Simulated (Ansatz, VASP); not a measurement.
# Two plane-wave programs on Lu

File POSCAR:

```
Lu
1.0
    3.5048186286      0.0000000000      0.0000000000
   -1.7524093143      3.0352619680      0.0000000000
    0.0000000000      0.0000000000      5.4696750779
Lu
2
Direct
    0.3333333333      0.6666666667      0.2500000000
    0.6666666667      0.3333333333      0.7500000000
```

The input INCAR.step1:

```
  PREC = Accurate
  ENCUT = 520
  ISMEAR = -1
  SIGMA = 0.03
  LREAL = F
  LASPH = T
  NELM = 60
  NBANDS = 32
  GGA = PE
  ALGO = Normal
  EDIFF = 1E-4
  LWAVE = T
  LCHARG = F
```

Contents of INCAR.step2:

```
  PREC = Accurate
  ENCUT = 520
  EDIFF = 1E-6
  ISMEAR = -1
  SIGMA = 0.03
  LREAL = F
  LASPH = T
  NELM = 60
  ALGO = Normal
  ISIF = 2
  LWAVE = F
  LCHARG = F
  METAGGA = R2SCAN
  LMIXTAU = T
  NBANDS = 32
  ISTART = 1
```

KPOINTS

```
regular mesh
0
Gamma
  10 10 6
```

Input for Ansatz:

```yaml
crystal:
  lattice:
    - [3.5048186286, 0.0, 0.0]
    - [-1.7524093143, 3.035261968, 0.0]
    - [0.0, 0.0, 5.4696750779]
  atoms:
    - { symbol: Lu, position: [0.3333333333, 0.6666666667, 0.25] }
    - { symbol: Lu, position: [0.6666666667, 0.3333333333, 0.75] }
hamiltonian:
  xc: r2scan
  pseudopotentials:
    kind: paw
    azcp:
      Lu: "pseudopotentials/Lu.paw.azcp"
basis:
  ecutwfc: 500
  fft_grid_basis: typed
kpoints:
  mp_grid: { grid: [10, 10, 6], shift: [0, 0, 0] }
magnetization:
  spin_polarized: false
scf:
  occupations: { method: fermi_dirac, width: 0.03 }
  lower_state_search: "off"
output:
  stress: true
```

Alike in both runs: task single point; functional r2SCAN; k mesh 10 × 10 × 6; occupations fermi-dirac, width 0.03 eV; no spin polarisation.

|  | VASP | Ansatz |
| --- | --- | --- |
| version | VASP 6.6.1 | Ansatz 0.2.0 |
| potentials or method | VASP PAW PBE potentials, release 64 (Lu), cutoff 520 eV | plane waves (500 eV) with PAW, scalar-relativistic |
| valence electrons in the cell | 50 | 50 |

|  | VASP | Ansatz | Ansatz less VASP |
| --- | --- | --- | --- |
| pressure (GPa) | 0.1 | -0.3 | -0.33 |
| traceless stress, the component that is largest in VASP (GPa) | -0.31 | -0.34 | -0.038 |

VASP's potentials were made for PBE, not for r2SCAN.

Spin-orbit coupling is off throughout.
